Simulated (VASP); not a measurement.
# Nb32N (a cell with a defect) in VASP: single point with PBE

Aim: the single point of Nb32N (a cell with a defect) with PBE.

Program: VASP 6.6.1. These are calculated values, not measurements. Logs are shortened: lines on timing, memory, paths and dates and some standing lists are left out, and cuts for length are marked.

**1. The cell of the first run**

The cell holds a defect, 33 atoms: a = 9.358 Å, b = 9.358 Å, c = 9.358 Å, α = 60.00°, β = 60.00°, γ = 60.00°.

**2. Single point, PBE**

Input file INCAR:

```
PREC = Accurate
ENCUT = 520
EDIFF = 1E-6
ISMEAR = 1
SIGMA = 0.1
LREAL = Auto
LASPH = True
NELM = 120
ALGO = Normal
ISIF = 2
LWAVE = False
LCHARG = False
GGA = PE
NBANDS = 232
GGA_COMPAT = False
KPAR = 2
NCORE = 2
```

Input file KPOINTS:

```
regular mesh
0
Gamma
  2 2 2
```

Input file POSCAR:

```
Nb32N
1.0
    0.0000000000      6.6171497900      6.6171497900
    6.6171497900      0.0000000000      6.6171497900
    6.6171497900      6.6171497900      0.0000000000
Nb N
32 1
Direct
   -0.0086901422     -0.0090940914      0.0089564057
    0.1197711045      0.1194883373      0.1359965725
    0.2498742735      0.2496109488      0.2502966055
    0.3749261793      0.3746073256      0.3871682516
   -0.0000733514     -0.0003757766      0.5002265894
    0.1197384065      0.1194464111      0.6248309559
    0.2207694621      0.2205586437      0.7793392874
    0.3749054119      0.3746158746      0.8633415438
   -0.0000193525      0.4989234915      0.0001971195
    0.1341483162      0.6153890233      0.1252382101
    0.2506105369      0.7495115471      0.2503677467
    0.3744555302      0.8853911015      0.3701162914
    0.0000210379      0.4989387931      0.5009435096
    0.1368059380      0.6127093689      0.6252665728
    0.2505865813      0.7495527825      0.7495587680
    0.3753827442      0.8638792767      0.8803969595
    0.4991884704     -0.0003250578      0.0002027819
    0.6157438089      0.1337634518      0.1252375225
    0.7498279659      0.2503088459      0.2503369146
    0.8856431340      0.3741683250      0.3701390170
    0.4991921427     -0.0002993451      0.5009718002
    0.6129897350      0.1365486659      0.6252611249
    0.7498539277      0.2502765402      0.7495682048
    0.8640893832      0.3750334486      0.8804560344
    0.4998824286      0.4996451525      0.0002638138
    0.6301195964      0.6297632320      0.1144639408
    0.7585944475      0.7582672937      0.2416392309
    0.8748684288      0.8746595336      0.3845063387
    0.5289865515      0.5287427281      0.4711425514
    0.6300708013      0.6297292354      0.6257208731
    0.7499060188      0.7495882438      0.7502586026
    0.8748617196      0.8746248981      0.8661343240
    0.3748945047      0.3746290828      0.6252546360
```

Potentials or basis: VASP PAW PBE potentials, release 64 (Nb_sv, N).

Run with:

```bash
> cat potpaw_PBE.64/Nb_sv/POTCAR potpaw_PBE.64/N/POTCAR > POTCAR
> mpirun -np 4 vasp_std > vasp.out
```

OUTCAR:

```text
PREC = Accurate
   ENCUT = 520
   EDIFF = 1E-6
   ISMEAR = 1
   LREAL = Auto
   LASPH = True
   NELM = 120
   ISIF = 2
   GGA = PE

 ion  position               nearest neighbor table
   1  0.991  0.991  0.009-  10 2.87  32 2.87  28 2.87  18 2.87  16 2.93   2 2.93   6 2.94  24 2.94
                             7 3.04
   2  0.120  0.119  0.136-   7 2.74   5 2.78  19 2.83  11 2.83   3 2.86  17 2.90   9 2.90   1 2.93

   3  0.250  0.250  0.250-  12 2.78  20 2.78  10 2.80  18 2.80   2 2.86   6 2.86   4 2.96   8 2.96

   4  0.375  0.375  0.387-  33 2.23  19 2.87  11 2.87  13 2.87  21 2.87  25 2.96   3 2.96  29 3.02
                             7 3.02
   5  1.000  1.000  0.500-   2 2.78   6 2.78  28 2.80  32 2.80  12 2.86  20 2.86  14 2.96  22 2.96

   6  0.120  0.119  0.625-   7 2.74   5 2.78  23 2.83  15 2.83   3 2.86  21 2.90  13 2.90   1 2.94

   7  0.221  0.221  0.779-  33 2.04   6 2.74   2 2.74  24 2.74  16 2.74  14 3.02   4 3.02   8 3.02
                            22 3.02   1 3.04
   8  0.375  0.375  0.863-  33 2.23   9 2.87  15 2.87  17 2.87  23 2.87  25 2.96   3 2.96   7 3.02
                            29 3.02
   9  1.000  0.499  0.000-  26 2.83  20 2.83   8 2.87  14 2.87  10 2.87  32 2.87   2 2.90  24 2.90

  10  0.134  0.615  0.125-  25 2.79   3 2.80   9 2.87  15 2.87  13 2.87  11 2.87   1 2.87  27 2.87
[... 33 lines left out ...]
  27  0.759  0.758  0.242-  18 2.87  32 2.87  28 2.87  10 2.87  30 2.93  20 2.93  12 2.94  26 2.94
                            29 3.04
  28  0.875  0.875  0.385-   5 2.80  31 2.80  19 2.87  21 2.87  13 2.87  11 2.87  27 2.87   1 2.87

  29  0.529  0.529  0.471-  33 2.04  12 2.74  30 2.74  20 2.74  26 2.74   4 3.02  14 3.02  22 3.02
                             8 3.02  27 3.04
  30  0.630  0.630  0.626-  29 2.74  31 2.78  13 2.83  21 2.83  25 2.86  23 2.90  15 2.90  27 2.93

  31  0.750  0.750  0.750-  26 2.78  30 2.78  28 2.80  32 2.80  16 2.86  24 2.86  14 2.96  22 2.96

  32  0.875  0.875  0.866-  31 2.80   5 2.80  23 2.87  17 2.87   9 2.87  15 2.87  27 2.87   1 2.87

  33  0.375  0.375  0.625-   7 2.04  29 2.04   4 2.23  14 2.23   8 2.23  22 2.23

  LATTYP: Found a face centered cubic cell.
 ALAT       =    13.2342995800

  Lattice vectors:

 A1 = (   0.0000000000,   6.6171497900,   6.6171497900)
 A2 = (   6.6171497900,   0.0000000000,   6.6171497900)
 A3 = (   6.6171497900,   6.6171497900,   0.0000000000)

Analysis of symmetry for initial positions (statically):
=====================================================================
 Subroutine PRICEL returns:
 Original cell was already a primitive cell.

 Routine SETGRP: Setting up the symmetry group for a
 face centered cubic supercell.

 Subroutine GETGRP returns: Found  1 space group operations
 (whereof  1 operations were pure point group operations)
 out of a pool of 48 trial point group operations.

The static configuration has the point symmetry C_1 .

Analysis of symmetry for dynamics (positions and initial velocities):
=====================================================================
 Subroutine PRICEL returns:
 Original cell was already a primitive cell.

 Routine SETGRP: Setting up the symmetry group for a
 face centered cubic supercell.

 Subroutine GETGRP returns: Found  1 space group operations
 (whereof  1 operations were pure point group operations)
 out of a pool of 48 trial point group operations.

The dynamic configuration has the point symmetry C_1 .

 Subroutine INISYM returns: Found  1 space group operations
 (whereof  1 operations are pure point group operations),
 and found     1 'primitive' translations

----------------------------------------------------------------------------------------

                                     Primitive cell

  volume of cell :     579.4859

  direct lattice vectors                    reciprocal lattice vectors
     0.000000000  6.617149790  6.617149790    -0.075561233  0.075561233  0.075561233
     6.617149790  0.000000000  6.617149790     0.075561233 -0.075561233  0.075561233
     6.617149790  6.617149790  0.000000000     0.075561233  0.075561233 -0.075561233

  length of vectors
     9.358062977  9.358062977  9.358062977     0.130875895  0.130875895  0.130875895

  position of ions in fractional coordinates (direct lattice)
     0.991309858  0.990905909  0.008956406
     0.119771105  0.119488337  0.135996572
     0.249874273  0.249610949  0.250296605
     0.374926179  0.374607326  0.387168252
     0.999926649  0.999624223  0.500226589
     0.119738406  0.119446411  0.624830956
[... 25 lines left out ...]
     0.874861720  0.874624898  0.866134324
     0.374894505  0.374629083  0.625254636

  ion indices of the primitive-cell ions
   primitive index   ion index
                 1           1
                 2           2
                 3           3
                 4           4
                 5           5
                 6           6
[... 25 lines left out ...]
                32          32
                33          33

----------------------------------------------------------------------------------------

 KPOINTS: regular mesh

Automatic generation of k-mesh.
 Grid dimensions read from file:
 generate k-points for:    2    2    2

 Generating k-lattice:

  Cartesian coordinates                     Fractional coordinates (reciprocal lattice)
    -0.037780617  0.037780617  0.037780617     0.500000000  0.000000000  0.000000000
     0.037780617 -0.037780617  0.037780617     0.000000000  0.500000000  0.000000000
     0.037780617  0.037780617 -0.037780617     0.000000000  0.000000000  0.500000000

  Length of vectors
     0.065437948  0.065437948  0.065437948

  Shift w.r.t. Gamma in fractional coordinates (k-lattice)
     0.000000000  0.000000000  0.000000000

 Subroutine IBZKPT returns following result:
 ===========================================

 Found      8 irreducible k-points:

 Following reciprocal coordinates:
            Coordinates               Weight
  0.000000  0.000000  0.000000      1.000000
  0.500000  0.000000  0.000000      1.000000
  0.000000  0.500000  0.000000      1.000000
  0.000000  0.000000  0.500000      1.000000
  0.500000  0.500000  0.500000      1.000000
  0.500000  0.500000  0.000000      1.000000
  0.000000  0.500000  0.500000      1.000000
  0.500000  0.000000  0.500000      1.000000
   k-points           NKPTS =      8   k-points in BZ     NKDIM =      8   number of bands    NBANDS=    232
   number of dos      NEDOS =    301   number of ions     NIONS =     33
   total plane-waves  NPLWV = 343000
   dimension x,y,z NGX =    70 NGY =   70 NGZ =   70
   dimension x,y,z NGXF=   140 NGYF=  140 NGZF=  140
   ions per type =              32   1
   NGX,Y,Z   is equivalent  to a cutoff of  12.44, 12.44, 12.44 a.u.
   NGXF,Y,Z  is equivalent  to a cutoff of  24.87, 24.87, 24.87 a.u.
 SYSTEM =  unknown system
   PREC   = accura    normal or accurate (medium, high low for compatibility)
   ISTART =      0    job   : 0-new  1-cont  2-samecut
   ICHARG =      2    charge: 1-file 2-atom 10-const
   ISPIN  =      1    spin polarized calculation?
   LNONCOLLINEAR =      F non collinear calculations
   LSORBIT =      F    spin-orbit coupling
   LASPH  =      T    aspherical Exc in radial PAW
   ENCUT  =  520.0 eV  38.22 Ry    6.18 a.u.  17.40 17.40 17.40*2*pi/ulx,y,z
   NELM   =    120;   NELMIN=  2; NELMDL= -5     # of ELM steps
   EDIFF  = 0.1E-05   stopping-criterion for ELM
   LREAL  =      T    real-space projection
   EDIFFG = 0.1E-04   stopping-criterion for IOM
   NSW    =      0    number of steps for IOM
   IBRION =     -1    ionic relax: 0-MD 1-quasi-New 2-CG
   NFREE  =      0    steps in history (QN), initial steepest desc. (CG)
   ISIF   =      2    stress and relaxation
   ISYM   =      2    0-nonsym 1-usesym 2-fastsym
   POTIM  = 0.5000    time-step for ionic-motion
   TEBEG  =    0.0;   TEEND  =   0.0 temperature during run
   PSTRESS=    0.0 pullay stress
   NELECT =     421.0000    total number of electrons
   NUPDOWN=      -1.0000    fix difference up-down
   EMIN   =  10.00;   EMAX   =-10.00  energy-range for DOS
   EFERMI =   0.00;   METHOD = LEGACY
   ISMEAR =     1;   SIGMA  =   0.10  broadening in eV -4-tet -1-fermi 0-gaus
   EFERMI_NEDOS =   21; number of points for ismear=-14 and -15
   IALGO  =     38    algorithm
   IMIX   =      4    mixing-type and parameters
     AMIX     =   0.40;   BMIX     =  1.00
     AMIX_MAG =   1.60;   BMIX_MAG =  1.00
  volume/ion in A,a.u.               =      17.56       118.50
  Fermi-wavevector in a.u.,A,eV,Ry     =   1.471707  2.781122 29.469134  2.165920
  Thomas-Fermi vector in A             =   2.586810
   LORBIT       =      0    0 simple, 1 ext, 2 COOP (PROOUT), +10 PAW based schemes
   GGA     = PE    functional components
   LHFCALC =     F    Hartree Fock is set to
   AEXX    =    0.0000 exact exchange contribution
   IVDW    =     0    specifies the selected vdW correction
   LEPSILON=     F    determine dielectric tensor
   LRPA    =     F    only Hartree local field effects (RPA)
 non-spin polarized calculation
 Methfessel and Paxton  Order N= 1 SIGMA  =   0.10
  energy-cutoff  :      520.00
  volume of cell :      579.49
 maximum number of plane-waves:     15644
 NGX is ok and might be reduce to    70
   NGX = 35   NGY = 35   NGZ = 35

 number of electron     420.9999988 magnetization

 Free energy of the ion-electron system (eV)
  ---------------------------------------------------
  ext. energy  EPLUGINS =         0.00000000
  ---------------------------------------------------
  free energy    TOTEN  =      -337.63482546 eV

  energy without entropy =     -337.61348157  energy(sigma->0) =     -337.62771083

 E-fermi :  11.3808     XC(G=0): -12.5301

 val. band max:       11.3765295449   @ k =   0.5000   0.0000   0.5000
 cond. band min:      11.3925978237   @ k =   0.5000   0.0000   0.5000
 fundamental gap:      0.0160682787
 Fermi energy:        11.3808371015

 k-point     1 :       0.0000    0.0000    0.0000
  band No.  band energies     occupation
      1     -43.2654      2.00000
      2     -43.2163      2.00000
      3     -43.2162      2.00000
      4     -43.1932      2.00000
      5     -43.0862      2.00000
      6     -43.0563      2.00000
[... 1789 lines left out ...]
    221      12.0672     -0.00000
    222      12.0728     -0.00000
 [bands above 222 left out]

------------------------ aborting loop because EDIFF is reached ----------------------------------------

  FORCE on cell =-STRESS in cart. coord.  units (eV):
  Direction    XX          YY          ZZ          XY          YZ          ZX
  --------------------------------------------------------------------------------------
  -------------------------------------------------------------------------------------
  Total        2.5616241      2.5623013     13.9952333     -0.0007795     -0.0019102      0.0013750
  in kB        7.0824430      7.0843154     38.6943746     -0.0021550     -0.0052814      0.0038016
  external PRESSURE =      17.6203777 kB  Pullay stress =       0.0000000 kB

 VOLUME and BASIS-vectors are now :
 -----------------------------------------------------------------------------
  energy-cutoff  :      520.00
  volume of cell :      579.49
      direct lattice vectors                 reciprocal lattice vectors
     0.000000000  6.617149790  6.617149790    -0.075561233  0.075561233  0.075561233
     6.617149790  0.000000000  6.617149790     0.075561233 -0.075561233  0.075561233
     6.617149790  6.617149790  0.000000000     0.075561233  0.075561233 -0.075561233

 POSITION                                       TOTAL-FORCE (eV/Angst)
 -----------------------------------------------------------------------------------
      6.61624      6.61891     13.11662         0.000876     -0.001129      0.004676
      1.69058      1.69245      1.58322         0.003192      0.003278     -0.000023
      3.30796      3.30971      3.30517        -0.000471     -0.000510     -0.001398
      5.04078      5.04289      4.95978         0.003085      0.002556     -0.000547
      9.92474      9.92674     13.23133         0.000839      0.000745      0.003750
      4.92499      4.92693      1.58272        -0.003734     -0.003094      0.000272
[... 25 lines left out ...]
     11.51886     11.52043     11.57662        -0.003549     -0.002887      0.000900
      6.61638      6.61814      4.95971         0.000119      0.000067      0.001775
 -----------------------------------------------------------------------------------
    total drift:                                0.000326      0.000046     -0.009151

  FREE ENERGIE OF THE ION-ELECTRON SYSTEM (eV)
  ---------------------------------------------------
  free  energy   TOTEN  =      -337.6348254613 eV

  energy  without entropy=     -337.6134815668  energy(sigma->0) =     -337.62771083
```

Wall time 33 min (4 MPI ranks of AMD EPYC 7R13 (Zen 3), shared host); peak memory 0.64 GiB.

What came out:

```yaml
Free_energy: -337.6348 eV
Pressure: 1.8 GPa
Largest_force: 0.012 eV/Å
Band_gap_on_the_k_mesh: zero (an odd number of electrons rules out a gap without spin polarisation)
```

Forces in eV/Å, atoms in the order of the input:
```
Nb   0.001 -0.001  0.005
Nb   0.003  0.003  0.000
Nb   0.000 -0.001 -0.001
Nb   0.003  0.003 -0.001
Nb   0.001  0.001  0.004
Nb  -0.004 -0.003  0.000
Nb   0.000  0.001  0.011
Nb  -0.003 -0.002  0.000
Nb   0.001  0.000  0.004
Nb  -0.001  0.001 -0.001
Nb   0.000 -0.004 -0.002
Nb   0.003 -0.003 -0.002
Nb   0.000 -0.001  0.002
Nb  -0.002  0.004  0.000
Nb   0.003  0.001 -0.003
Nb  -0.003  0.003  0.000
Nb   0.000  0.003  0.004
Nb   0.003 -0.002  0.000
Nb  -0.002  0.000 -0.003
Nb  -0.003  0.003 -0.001
Nb  -0.002  0.000  0.004
Nb   0.003 -0.002  0.000
Nb   0.001  0.002 -0.003
Nb   0.003 -0.002  0.003
Nb  -0.002  0.001  0.005
Nb  -0.002 -0.002 -0.003
Nb   0.000  0.000 -0.008
Nb   0.000  0.001 -0.001
Nb   0.000 -0.001 -0.012
Nb   0.004  0.002 -0.002
Nb   0.000  0.000 -0.002
Nb  -0.004 -0.003  0.001
N    0.000  0.000  0.002
```

Caveat: the k points lie up to 0.41 Å⁻¹ apart, too coarse for converged energies and pressures of a metal.
